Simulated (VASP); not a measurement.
# Al2O3 in VASP: further runs, part 3 of 3

VASP 6.6.1. The steps go on from the part before.

## Step 4: Single point, PBE

File INCAR:

```
PREC = Accurate
ENCUT = 520
EDIFF = 1E-6
ISMEAR = -1
SIGMA = 0.1861
LREAL = False
LASPH = True
NELM = 120
ALGO = Normal
ISIF = 2
LWAVE = False
LCHARG = False
GGA = PE
ISYM = 0
NBANDS = 49
GGA_COMPAT = False
```

File KPOINTS:

```
regular mesh
0
Gamma
  1 1 1
```

File POSCAR:

```
Al2O3
1.0
    5.1448540000      0.0333890000     -0.0401980000
    0.0333890000      5.5015840000     -0.0056400000
   -0.0401980000     -0.0056400000      5.2914940000
Al O
6 9
Direct
    0.7468946608      1.0089615944      0.5375939602
    0.4876405759      0.8555348568      0.9485303002
   -0.0645603167      0.1635869396     -0.0504104446
    0.4156719818      0.3478032411      0.1004642153
    0.8727959750      0.5450311919      0.7412535342
    0.1984839241      0.8229658643      0.3547892494
    0.0908812315      0.4905853310      0.0444753684
    0.7003847106      0.1826050568      0.2502134477
    0.6323915190      0.3448435505      0.8206880310
    1.0507893442      0.1901450678      0.5925298315
    0.4118481742      0.8392962704      0.6101295974
    0.2568193147      1.0366974556      0.1165025599
    0.4881635179      0.6674507229      0.1851967741
    0.8013378941      0.8850988472      0.8389232111
   -0.1156658585      0.7254600956      0.4451572767
```

Potentials or basis: VASP PAW PBE potentials, release 64 (Al, O).

Started as:

```console
> cat potpaw_PBE.64/Al/POTCAR potpaw_PBE.64/O/POTCAR > POTCAR
> mpirun -np 1 vasp_gam > vasp.out
```

OUTCAR:

```text
PREC = Accurate
   ENCUT = 520
   EDIFF = 1E-6
   ISMEAR = -1
   LREAL = False
   LASPH = True
   NELM = 120
   ISIF = 2
   GGA = PE
   ISYM = 0

 ion  position               nearest neighbor table
   1  0.747  0.009  0.538-  14 1.75  15 1.78   8 1.81  10 1.88  11 2.01   9 2.45   3 2.52   2 2.71
                             6 2.72   5 2.84   6 3.15   5 3.21
   2  0.488  0.856  0.949-  13 1.63  14 1.73  12 1.79  11 1.83   8 2.64   6 2.64   1 2.71   5 2.83
                             4 2.84   3 2.88   4 2.94   3 3.29
   3  0.935  0.164  0.950-  14 1.78   9 1.95  12 1.98  10 2.00   8 2.01   7 2.04   5 2.39   1 2.52
                             4 2.79   2 2.88   4 2.97   6 3.13   2 3.29
   4  0.416  0.348  0.100-  13 1.85   7 1.86   9 1.87   8 1.88  12 1.91   3 2.79   2 2.84   2 2.94
                             3 2.97   6 3.14   5 3.25
   5  0.873  0.545  0.741-   9 1.72  15 1.86   7 1.97  14 1.97  10 2.29   3 2.39   2 2.83   1 2.84
                             6 3.08   1 3.21   4 3.25
   6  0.198  0.823  0.355-  11 1.73  12 1.76  15 1.78  13 1.94  10 2.49   7 2.52   2 2.64   1 2.72
                             5 3.08   3 3.13   4 3.14   1 3.15
   7  0.091  0.491  0.044-   4 1.86   5 1.97   3 2.04   6 2.52
   8  0.700  0.183  0.250-   1 1.81   4 1.88   3 2.01   2 2.64
   9  0.632  0.345  0.821-   5 1.72   4 1.87   3 1.95   1 2.45
  10  0.051  0.190  0.593-   1 1.88   3 2.00   5 2.29   6 2.49
  11  0.412  0.839  0.610-   6 1.73   2 1.83   1 2.01
  12  0.257  0.037  0.117-   6 1.76   2 1.79   4 1.91   3 1.98
  13  0.488  0.667  0.185-   2 1.63   4 1.85   6 1.94
  14  0.801  0.885  0.839-   2 1.73   1 1.75   3 1.78   5 1.97
  15  0.884  0.725  0.445-   1 1.78   6 1.78   5 1.86

IMPORTANT INFORMATION: All symmetrisations will be switched off!
NOSYMM: (Re-)initialisation of all symmetry stuff for point group C_1.

----------------------------------------------------------------------------------------

                                     Primitive cell

  volume of cell :     149.7600

  direct lattice vectors                    reciprocal lattice vectors
     5.144854000  0.033389000 -0.040198000     0.194388150 -0.001178225  0.001475457
     0.033389000  5.501584000 -0.005640000    -0.001178225  0.181773173  0.000184794
    -0.040198000 -0.005640000  5.291494000     0.001475457  0.000184794  0.188993950

  length of vectors
     5.145119375  5.501688209  5.291649690     0.194397320  0.181777086  0.188999800

  position of ions in fractional coordinates (direct lattice)
     0.746894661  0.008961594  0.537593960
     0.487640576  0.855534857  0.948530300
     0.935439683  0.163586940  0.949589555
     0.415671982  0.347803241  0.100464215
     0.872795975  0.545031192  0.741253534
     0.198483924  0.822965864  0.354789249
     0.090881231  0.490585331  0.044475368
     0.700384711  0.182605057  0.250213448
     0.632391519  0.344843551  0.820688031
     0.050789344  0.190145068  0.592529832
     0.411848174  0.839296270  0.610129597
     0.256819315  0.036697456  0.116502560
     0.488163518  0.667450723  0.185196774
     0.801337894  0.885098847  0.838923211
     0.884334141  0.725460096  0.445157277

  ion indices of the primitive-cell ions
   primitive index   ion index
                 1           1
                 2           2
                 3           3
                 4           4
                 5           5
                 6           6
                 7           7
                 8           8
                 9           9
                10          10
                11          11
                12          12
[... 43 lines left out ...]
   ISTART =      0    job   : 0-new  1-cont  2-samecut
   ICHARG =      2    charge: 1-file 2-atom 10-const
   ISPIN  =      1    spin polarized calculation?
   LNONCOLLINEAR =      F non collinear calculations
   LSORBIT =      F    spin-orbit coupling
   LASPH  =      T    aspherical Exc in radial PAW
   ENCUT  =  520.0 eV  38.22 Ry    6.18 a.u.   9.57 10.23  9.84*2*pi/ulx,y,z
   NELM   =    120;   NELMIN=  2; NELMDL= -5     # of ELM steps
   EDIFF  = 0.1E-05   stopping-criterion for ELM
   LREAL  =      F    real-space projection
   EDIFFG = 0.1E-04   stopping-criterion for IOM
   NSW    =      0    number of steps for IOM
   IBRION =     -1    ionic relax: 0-MD 1-quasi-New 2-CG
   NFREE  =      0    steps in history (QN), initial steepest desc. (CG)
   ISIF   =      2    stress and relaxation
   ISYM   =      0    0-nonsym 1-usesym 2-fastsym
   POTIM  = 0.5000    time-step for ionic-motion
   TEBEG  =    0.0;   TEEND  =   0.0 temperature during run
   PSTRESS=    0.0 pullay stress
   NELECT =      72.0000    total number of electrons
   NUPDOWN=      -1.0000    fix difference up-down
   EMIN   =  10.00;   EMAX   =-10.00  energy-range for DOS
   EFERMI =   0.00;   METHOD = LEGACY
   ISMEAR =    -1;   SIGMA  =   0.19  broadening in eV -4-tet -1-fermi 0-gaus
   EFERMI_NEDOS =   21; number of points for ismear=-14 and -15
   IALGO  =     38    algorithm
   IMIX   =      4    mixing-type and parameters
     AMIX     =   0.40;   BMIX     =  1.00
     AMIX_MAG =   1.60;   BMIX_MAG =  1.00
  volume/ion in A,a.u.               =       9.98        67.38
  Fermi-wavevector in a.u.,A,eV,Ry     =   1.282489  2.423553 22.378572  1.644779
  Thomas-Fermi vector in A             =   2.414798
   LORBIT       =      0    0 simple, 1 ext, 2 COOP (PROOUT), +10 PAW based schemes
   GGA     = PE    functional components
   LHFCALC =     F    Hartree Fock is set to
   AEXX    =    0.0000 exact exchange contribution
   IVDW    =     0    specifies the selected vdW correction
   LEPSILON=     F    determine dielectric tensor
   LRPA    =     F    only Hartree local field effects (RPA)
 non-spin polarized calculation
  energy-cutoff  :      520.00
  volume of cell :      149.76
 maximum number of plane-waves:      2013
 NGX is ok and might be reduce to    40
   NGX = 19   NGY = 21   NGZ = 19

 number of electron      72.0000012 magnetization

 Free energy of the ion-electron system (eV)
  ---------------------------------------------------
  ext. energy  EPLUGINS =         0.00000000
  ---------------------------------------------------
  free energy    TOTEN  =      -103.41412867 eV

  energy without entropy =     -103.41265330  energy(sigma->0) =     -103.41339099

 E-fermi :   6.9274     XC(G=0): -10.6639

 val. band max:        5.2862214472   @ k =   0.0000   0.0000   0.0000
 cond. band min:       8.5112207249   @ k =   0.0000   0.0000   0.0000
 fundamental gap:      3.2249992777
 Fermi energy:         6.9273804529

 k-point     1 :       0.0000    0.0000    0.0000
  band No.  band energies     occupation
      1     -15.2309      2.00000
      2     -14.4127      2.00000
      3     -13.2350      2.00000
      4     -12.6631      2.00000
      5     -12.2390      2.00000
      6     -11.9465      2.00000
[... 40 lines left out ...]
     47      14.8376      0.00000
     48      15.2863      0.00000
 [bands above 48 left out]

------------------------ aborting loop because EDIFF is reached ----------------------------------------

  FORCE on cell =-STRESS in cart. coord.  units (eV):
  Direction    XX          YY          ZZ          XY          YZ          ZX
  --------------------------------------------------------------------------------------
  -------------------------------------------------------------------------------------
  Total        9.5982309      9.0919070      9.5904560     -1.4024071     -2.3759760      3.1853062
  in kB      102.6847569     97.2679514    102.6015789    -15.0033728    -25.4189050     34.0773624
  external PRESSURE =     100.8514291 kB  Pullay stress =       0.0000000 kB

 VOLUME and BASIS-vectors are now :
 -----------------------------------------------------------------------------
  energy-cutoff  :      520.00
  volume of cell :      149.76
      direct lattice vectors                 reciprocal lattice vectors
     5.144854000  0.033389000 -0.040198000     0.194388150 -0.001178225  0.001475457
     0.033389000  5.501584000 -0.005640000    -0.001178225  0.181773173  0.000184794
    -0.040198000 -0.005640000  5.291494000     0.001475457  0.000184794  0.188993950

 POSITION                                       TOTAL-FORCE (eV/Angst)
 -----------------------------------------------------------------------------------
      3.82135      0.07121      2.81460        -1.056033      1.409117     -2.973731
      2.49928      4.71773      4.99471        -1.487215      1.070798     -2.609102
      4.77999      0.92587      4.98622         1.098721      0.943743      2.159109
      2.14615      1.92678      0.51293         1.179636      1.558397      0.685137
      4.47881      3.02350      3.88418         2.271724      1.478545     -1.624954
      1.03439      4.53224      1.86475         0.792005     -1.598591      0.827158
      0.48216      2.70178      0.22892        -1.253476     -1.909119     -2.819721
      3.59942      1.02659      1.29482        -0.591106     -0.899322     -0.571073
      3.23209      1.91367      4.31530        -1.201135     -0.463793     -0.397376
      0.24383      1.04445      3.13225        -1.074153      1.119702      2.384758
      2.12240      4.62777      3.20721         0.382646      1.130926      2.213814
      1.31784      0.20981      0.60594        -2.008534      2.058862     -1.955394
      2.52637      3.68729      0.95658        -0.886669     -3.432599      1.637705
      4.11860      4.89147      4.40195         1.419802     -1.061766      3.496226
      4.55610      4.01820      2.31591         2.413786     -1.404899     -0.452554
 -----------------------------------------------------------------------------------
    total drift:                               -0.000426     -0.000186     -0.000277

  FREE ENERGIE OF THE ION-ELECTRON SYSTEM (eV)
  ---------------------------------------------------
  free  energy   TOTEN  =      -103.4141286722 eV

  energy  without entropy=     -103.4126533041  energy(sigma->0) =     -103.41339099
```

Run time: 15 s. Hardware: 1 thread of Intel Xeon Platinum 8488C (Sapphire Rapids), shared host; peak memory 0.21 GiB.

What came out:

```
Free energy            : -103.4141 eV
Pressure               : 10.1 GPa
Largest force          : 3.920 eV/Å
Band gap on the k mesh : 3.23 eV
```

Forces on the atoms (eV/Å):
```
Al  -1.056  1.409 -2.974
Al  -1.487  1.071 -2.609
Al   1.099  0.944  2.159
Al   1.180  1.558  0.685
Al   2.272  1.479 -1.625
Al   0.792 -1.599  0.827
O   -1.253 -1.909 -2.820
O   -0.591 -0.899 -0.571
O   -1.201 -0.464 -0.397
O   -1.074  1.120  2.385
O    0.383  1.131  2.214
O   -2.009  2.059 -1.955
O   -0.887 -3.433  1.638
O    1.420 -1.062  3.496
O    2.414 -1.405 -0.453
```

Levels at points of the mesh, in eV from the valence-band top:
| k point | band 33 | band 34 | band 35 | band 36 | band 37 | band 38 | band 39 | band 40 |
| --- | --- | --- | --- | --- | --- | --- | --- | --- |
| (0.00, 0.00, 0.00) | -0.84 | -0.77 | -0.21 | 0.00 | 3.23 | 6.73 | 6.91 | 7.34 |

Caveat: the k points lie up to 1.22 Å⁻¹ apart.

## Step 5: Single point, PBE

File INCAR:

```
SYSTEM = Al2O3
PREC = Accurate ; ENCUT = 520
EDIFF = 1E-6 ; ISMEAR = -1
SIGMA = 0.1861 ; LREAL = .False.
LASPH = .True. ; NELM = 120
ALGO = Normal ; ISIF = 2
LWAVE = .False. ; LCHARG = .False.
GGA = PE ; ISYM = 0
NBANDS = 49 ; GGA_COMPAT = .False.
```

File KPOINTS:

```
Automatic mesh
0
Gamma
  1 1 1
  0 0 0
```

File POSCAR:

```
Al2O3
1.0
    5.1448540000      0.0333890000     -0.0401980000
    0.0333890000      5.5015840000     -0.0056400000
   -0.0401980000     -0.0056400000      5.2914940000
Al O
6 9
Direct
    0.7420990286      1.0843658641      0.5184100597
    0.4500284977      0.9217600160      0.9184676335
   -0.0630637870      0.2040647939     -0.0657857899
    0.4142655785      0.3925998115      0.1004884274
    0.8766844739      0.6020207197      0.7677618758
    0.2325861745      0.8220922918      0.3529466535
    0.0897733008      0.5070287024      0.0357158770
    0.7231212511      0.1628038160      0.1879724784
    0.5845085817      0.4409663066      0.7777187550
    0.9663669284      0.2996316595      0.6292143467
    0.4343825400      1.0175256492      0.5750761796
    0.2192769637      1.0442235123      0.0806394028
    0.5066908406      0.6687135203      0.2389191980
    0.7442724132      0.9167389242      0.8341683218
   -0.0729404179      0.7691781120      0.4793593465
```

Started as:

```console
> cat potpaw_PBE.64/Al/POTCAR potpaw_PBE.64/O/POTCAR > POTCAR
> mpirun -np 1 vasp_gam > vasp.out
```

Run time: 15 s. Hardware: 1 thread of Intel Xeon Platinum 8488C (Sapphire Rapids), shared host; peak memory 0.21 GiB.

Results (log left out):

* Free energy: -102.1182 eV
* Pressure: 18.1 GPa
* Largest force: 8.181 eV/Å
* Band gap on the k mesh: 2.39 eV

Forces in eV/Å, atoms in the order of the input:
```
Al   2.071 -0.687 -2.258
Al   0.051 -2.726 -1.333
Al  -0.414 -1.251  3.008
Al   2.291  0.518 -1.495
Al  -0.390  1.272 -1.878
Al   0.304  0.820  1.314
O   -0.866 -0.204 -0.675
O   -2.670  2.207  1.457
O   -2.667  0.456  2.919
O    1.903 -1.145 -1.043
O   -6.298 -1.476 -0.452
O   -2.386  1.870  1.419
O   -1.446  0.491 -1.011
O    8.068 -0.946  0.963
O    2.450  0.800 -0.936
```

Stress tensor (GPa, compression positive):
```
30.33 -4.50 -7.07
-4.50  7.23 11.37
-7.07 11.37 16.77
```

Levels at points of the mesh, in eV from the valence-band top:
```csv
k point,band 32,band 33,band 34,band 35,band 36,band 37,band 38,band 39,band 40,band 41
"(0.00, 0.00, 0.00)",-1.63,-1.29,-0.99,-0.58,0.00,2.39,5.27,6.20,6.77,7.44
```

Caveat: the k points lie up to 1.22 Å⁻¹ apart.
